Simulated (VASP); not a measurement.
# Ge2Sb2Te5 (Cm) in VASP: notebook, part 2 of 2

VASP 6.6.1. The steps go on from the part before.

**3. Single point, PBE**

INCAR

```
SYSTEM = Ge2Sb2Te5
ALGO     = Normal         ! electronic algorithm
EDIFF    = 1E-6           ! SCF threshold, eV
ENCUT    = 520            ! plane-wave cutoff, eV
GGA      = PE             ! functional
ISIF     = 2              ! what is computed and relaxed
ISMEAR   = 0              ! smearing method
LASPH    = .TRUE.         ! aspherical terms in the spheres
LCHARG   = .TRUE.         ! write CHGCAR
LELF     = .TRUE.         ! ELF
LREAL    = .FALSE.        ! projectors in reciprocal space
LVHAR    = .TRUE.       
LWAVE    = .FALSE.        ! write WAVECAR
NBANDS   = 44             ! bands
NELM     = 60             ! most SCF steps
PREC     = Accurate       ! precision mode
SIGMA    = 0.01           ! smearing width, eV
```

KPOINTS

```
k-points
0
G
  2 2 1
  0 0 0
```

POSCAR

```
Ge2Sb2Te5
1.0
    6.8391360000     -3.0660060000      0.0000000000
    6.8391360000      3.0660060000      0.0000000000
   -6.8309770000      0.0000000000      6.8476090000
Ge Sb Te
2 2 5
Direct
    0.4973430000      0.4973430000      0.0110440000
    0.2842870000      0.2842870000      0.1878300000
    0.1118700000      0.1118700000      0.4173520000
    0.9017080000      0.9017080000      0.5878730000
    0.3999590000      0.3999590000      0.5971180000
    0.2065190000      0.2065190000      0.8098030000
    0.0083240000      0.0083240000      0.0064350000
    0.7952880000      0.7952880000      0.1961120000
    0.5947020000      0.5947020000      0.3864330000
```

Potentials or basis: VASP PAW PBE potentials, release 64 (Ge_d, Sb, Te).

Command:

```bash
$ cat potpaw_PBE.64/Ge_d/POTCAR potpaw_PBE.64/Sb/POTCAR potpaw_PBE.64/Te/POTCAR > POTCAR
$ mpirun -np 1 vasp_std > vasp.out
```

OUTCAR:

```text
SYSTEM = Ge2Sb2Te5
   EDIFF = 1E-6
   ENCUT = 520
   GGA = PE
   ISIF = 2
   ISMEAR = 0
   LASPH = .TRUE.
   LREAL = .FALSE.
   NELM = 60
   PREC = Accurate

 ion  position               nearest neighbor table
   1  0.497  0.497  0.011-   9 2.85   6 2.95   7 3.07   7 3.07   8 3.08   5 3.20
   2  0.284  0.284  0.188-   7 2.82   6 3.00   5 3.05   8 3.07   8 3.07   9 3.19
   3  0.112  0.112  0.417-   5 2.98   6 3.02   9 3.07   9 3.07   7 3.14   8 3.20
   4  0.902  0.902  0.588-   8 2.95   6 3.06   5 3.07   5 3.07   9 3.14   7 3.19
   5  0.400  0.400  0.597-   3 2.98   2 3.05   4 3.07   4 3.07   1 3.20
   6  0.207  0.207  0.810-   1 2.95   2 3.00   3 3.02   4 3.06
   7  0.008  0.008  0.006-   2 2.82   1 3.07   1 3.07   3 3.14   4 3.19
   8  0.795  0.795  0.196-   4 2.95   2 3.07   2 3.07   1 3.08   3 3.20
   9  0.595  0.595  0.386-   1 2.85   3 3.07   3 3.07   4 3.14   2 3.19

  LATTYP: Found a base centered monoclinic cell.
 ALAT       =    13.6782720000
 B/A-ratio  =     0.4483031190
 C/A-ratio  =     0.7071235363
 COS(beta)  =    -0.7062464773

  Lattice vectors:

 A1 = (   6.8391360000,  -3.0660060000,   0.0000000000)
 A2 = (   6.8391360000,   3.0660060000,   0.0000000000)
 A3 = (  -6.8309770000,   0.0000000000,   6.8476090000)

Analysis of symmetry for initial positions (statically):
=====================================================================
 Subroutine PRICEL returns:
 Original cell was already a primitive cell.

 Routine SETGRP: Setting up the symmetry group for a
 base centered monoclinic supercell.

 Subroutine GETGRP returns: Found  2 space group operations
 (whereof  2 operations were pure point group operations)
 out of a pool of  4 trial point group operations.

The static configuration has the point symmetry C_1h.

Analysis of symmetry for dynamics (positions and initial velocities):
=====================================================================
 Subroutine PRICEL returns:
[... 126 lines left out ...]
   GGA     = PE    functional components
   LHFCALC =     F    Hartree Fock is set to
   AEXX    =    0.0000 exact exchange contribution
   IVDW    =     0    specifies the selected vdW correction
   LEPSILON=     F    determine dielectric tensor
   LRPA    =     F    only Hartree local field effects (RPA)
 non-spin polarized calculation
 Gauss-broadening in eV      SIGMA  =   0.01
  energy-cutoff  :      520.00
  volume of cell :      287.17
 maximum number of plane-waves:      7788
 NGX is ok and might be reduce to    56
   NGX = 27   NGY = 27   NGZ = 35

 number of electron      68.0000002 magnetization

 Free energy of the ion-electron system (eV)
  ---------------------------------------------------
  ext. energy  EPLUGINS =         0.00000000
  ---------------------------------------------------
  free energy    TOTEN  =       -32.93207762 eV

  energy without entropy =      -32.93201072  energy(sigma->0) =      -32.93204417

 E-fermi :   5.2582     XC(G=0):  -9.1250

 val. band max:        5.2371867692   @ k =   0.5000  -0.0000  -0.0000
 cond. band min:       5.2793048699   @ k =   0.5000  -0.0000  -0.0000
 fundamental gap:      0.0421181007
 Fermi energy:         5.2582458195

 k-point     1 :       0.0000    0.0000    0.0000
  band No.  band energies     occupation
      1     -19.5121      2.00000
      2     -19.4988      2.00000
      3     -19.4877      2.00000
      4     -19.4603      2.00000
      5     -19.4542      2.00000
      6     -19.4016      2.00000
[... 130 lines left out ...]
     43       9.0192      0.00000
     44       9.2047      0.00000

------------------------ aborting loop because EDIFF is reached ----------------------------------------

  FORCE on cell =-STRESS in cart. coord.  units (eV):
  Direction    XX          YY          ZZ          XY          YZ          ZX
  --------------------------------------------------------------------------------------
  -------------------------------------------------------------------------------------
  Total       -8.5200203     12.4437340     -1.8551879      0.0000000      0.0000000     -3.2349833
  in kB      -47.5344005     69.4253551    -10.3503564      0.0000000      0.0000000    -18.0484303
  external PRESSURE =       3.8468661 kB  Pullay stress =       0.0000000 kB

 VOLUME and BASIS-vectors are now :
 -----------------------------------------------------------------------------
  energy-cutoff  :      520.00
  volume of cell :      287.17
      direct lattice vectors                 reciprocal lattice vectors
     6.839136000 -3.066006000  0.000000000     0.073108650 -0.163078611  0.072931078
     6.839136000  3.066006000  0.000000000     0.073108650  0.163078611  0.072931078
    -6.830977000  0.000000000  6.847609000     0.000000000  0.000000000  0.146036376

 POSITION                                       TOTAL-FORCE (eV/Angst)
 -----------------------------------------------------------------------------------
      6.72735      0.00000      0.07562         0.002839      0.000000     -0.125911
      2.60549      0.00000      1.28619        -0.468408      0.000000      0.042689
     -1.32073      0.00000      2.85786         0.509284      0.000000     -0.030870
      8.31806      0.00000      4.02552        -0.204009      0.000000      0.091294
      1.39185      0.00000      4.08883        -0.447254      0.000000     -0.265695
     -2.70692      0.00000      5.54521        -0.219590      0.000000      0.080457
      0.06990      0.00000      0.04406         0.360948      0.000000      0.273852
      9.53853      0.00000      1.34290         0.110309      0.000000     -0.116148
      5.49478      0.00000      2.64614         0.355880      0.000000      0.050332
 -----------------------------------------------------------------------------------
    total drift:                               -0.000927      0.000000      0.000963

  FREE ENERGIE OF THE ION-ELECTRON SYSTEM (eV)
  ---------------------------------------------------
  free  energy   TOTEN  =       -32.9320776172 eV

  energy  without entropy=      -32.9320107212  energy(sigma->0) =      -32.93204417
```

OSZICAR:

```text
N       E                     dE             d eps       ncg     rms          rms(c)
DAV:   1     0.592966794497E+03    0.59297E+03   -0.27260E+04   316   0.198E+03
DAV:   2     0.689013856790E+02   -0.52407E+03   -0.50297E+03   272   0.544E+02
DAV:   3    -0.265921819647E+02   -0.95494E+02   -0.91979E+02   320   0.153E+02
DAV:   4    -0.330425989471E+02   -0.64504E+01   -0.63757E+01   320   0.460E+01
DAV:   5    -0.332786721853E+02   -0.23607E+00   -0.23546E+00   392   0.919E+00    0.947E+00
DAV:   6    -0.329169720947E+02    0.36170E+00   -0.70786E-01   332   0.357E+00    0.705E+00
DAV:   7    -0.329302721021E+02   -0.13300E-01   -0.25788E-01   328   0.203E+00    0.234E+00
DAV:   8    -0.329314277136E+02   -0.11556E-02   -0.32034E-02   324   0.837E-01    0.698E-01
DAV:   9    -0.329322099330E+02   -0.78222E-03   -0.15631E-02   328   0.349E-01    0.386E-01
DAV:  10    -0.329329947559E+02   -0.78482E-03   -0.22588E-02   336   0.235E-01    0.431E-01
DAV:  11    -0.329320127193E+02    0.98204E-03   -0.88853E-03   312   0.140E-01    0.113E-01
DAV:  12    -0.329320670733E+02   -0.54354E-04   -0.23080E-04   320   0.576E-02    0.371E-02
DAV:  13    -0.329320775374E+02   -0.10464E-04   -0.29568E-05   288   0.215E-02    0.155E-02
DAV:  14    -0.329320776172E+02   -0.79762E-07   -0.55297E-06   296   0.941E-03
   1 F= -.32932078E+02 E0= -.32932044E+02  d E =-.668960E-04
```

stdout:

```text
POSCAR found type information on POSCAR GeSbTe
 POSCAR found :  3 types and       9 ions
 scaLAPACK will be used
 LDA part: xc-table for (Slater+PW92), standard interpolation
 POSCAR, INCAR and KPOINTS ok, starting setup
 FFT: planning ... GRIDC
 FFT: planning ... GRID_SOFT
 FFT: planning ... GRID
 WAVECAR not read
 entering main loop
```

Wall time 43 s (1 thread of Intel Xeon 6975P-C (Granite Rapids), shared host); peak memory 0.5 GiB.

What came out:

| Quantity | Value |
| --- | --- |
| Free energy | -32.9321 eV |
| Pressure | 0.4 GPa |
| Largest force | 0.520 eV/Å |
| Band gap on the k mesh | 0.04 eV, direct |

Forces in eV/Å, atoms in the order of the input:
```
Ge   0.003  0.000 -0.126
Ge  -0.468  0.000  0.043
Sb   0.509  0.000 -0.031
Sb  -0.204  0.000  0.091
Te  -0.447  0.000 -0.266
Te  -0.220  0.000  0.080
Te   0.361  0.000  0.274
Te   0.110  0.000 -0.116
Te   0.356  0.000  0.050
```

Caveat: the k points lie up to 0.92 Å⁻¹ apart; spin-orbit coupling is left out, which moves the levels of the heavy elements. A k mesh can miss the band edges.

**4. Single point, PBE**

INCAR

```
ALGO     = Normal         # electronic algorithm
EDIFF    = 1E-6           # SCF threshold, eV
ENCUT    = 520            # plane-wave cutoff, eV
GGA      = PE             # functional
ISIF     = 2              # what is computed and relaxed
ISMEAR   = 0              # smearing method
LASPH    = T              # aspherical terms in the spheres
LCHARG   = T              # write CHGCAR
LELF     = T              # ELF
LREAL    = F              # projectors in reciprocal space
LVHAR    = T            
LWAVE    = F              # write WAVECAR
NBANDS   = 44             # bands
NELM     = 80             # most SCF steps
PREC     = Accurate       # precision mode
SIGMA    = 0.01           # smearing width, eV
```

KPOINTS

```
k-points
0
Gamma
  2 2 2
```

POSCAR is that of step 3.

Command:

```bash
$ cat potpaw_PBE.64/Ge_d/POTCAR potpaw_PBE.64/Sb/POTCAR potpaw_PBE.64/Te/POTCAR > POTCAR
$ mpirun -np 1 vasp_std > vasp.out
```

It took 69 s on 1 thread of Intel Xeon 6975P-C (Granite Rapids), shared host; peak memory 0.52 GiB.

It converged, with:

| Quantity | Value |
| --- | --- |
| Free energy | -32.2465 eV |
| Pressure | 0.7 GPa |
| Largest force | 0.397 eV/Å |
| Band gap on the k mesh | 0.08 eV, direct |

Forces on the atoms (eV/Å):
```
Ge   0.040  0.000  0.109
Ge  -0.239  0.000  0.187
Sb   0.156  0.000 -0.098
Sb  -0.321  0.000 -0.233
Te  -0.010  0.000 -0.196
Te  -0.018  0.000 -0.037
Te   0.043  0.000  0.263
Te  -0.009  0.000  0.054
Te   0.357  0.000 -0.049
```

Stress tensor (GPa, compression positive):
```
-1.27  0.00 -0.15
 0.00  4.68  0.00
-0.15  0.00 -1.23
```

Levels at points of the mesh, in eV from the valence-band top:
```tsv
k point	band 31	band 32	band 33	band 34	band 35	band 36	band 37	band 38
(0.00, 0.00, 0.00)	-0.80	-0.53	-0.40	-0.39	1.04	1.35	2.43	2.46
(0.50, 0.00, 0.00)	-0.75	-0.67	-0.55	0.00	0.08	0.56	0.70	1.12
(0.50, 0.50, 0.00)	-2.24	-0.87	-0.79	-0.77	2.13	2.65	2.82	3.07
(0.00, 0.00, 0.50)	-0.77	-0.69	-0.59	-0.29	0.68	1.47	1.86	2.51
(0.50, 0.00, 0.50)	-0.76	-0.67	-0.59	-0.02	0.25	0.37	0.72	1.13
(0.50, 0.50, 0.50)	-0.77	-0.69	-0.57	-0.30	0.66	1.48	2.05	2.32
```

Caveat: the k points lie up to 0.61 Å⁻¹ apart; spin-orbit coupling is left out, which moves the levels of the heavy elements. A k mesh can miss the band edges.

**5. Overview**

```csv
k mesh,gap on the mesh (eV),pressure (GPa),largest force (eV/Å)
1 × 1 × 1,1.38,-0.5,0.65
2 × 2 × 1,0.04,0.4,0.52
2 × 2 × 2,0.08,0.7,0.40
```

Alike in all rows: task single point; level PBE; potentials or basis VASP PAW PBE potentials, release 64 (Ge_d, Sb, Te); no spin polarisation; cell as given; cutoff (eV) 520; smearing gaussian 0.01 eV.

Caveats: all runs use coarse meshes; spin-orbit coupling is left out, which moves the levels of the heavy elements.

Absolute energies hang on the potentials; compare differences alone.
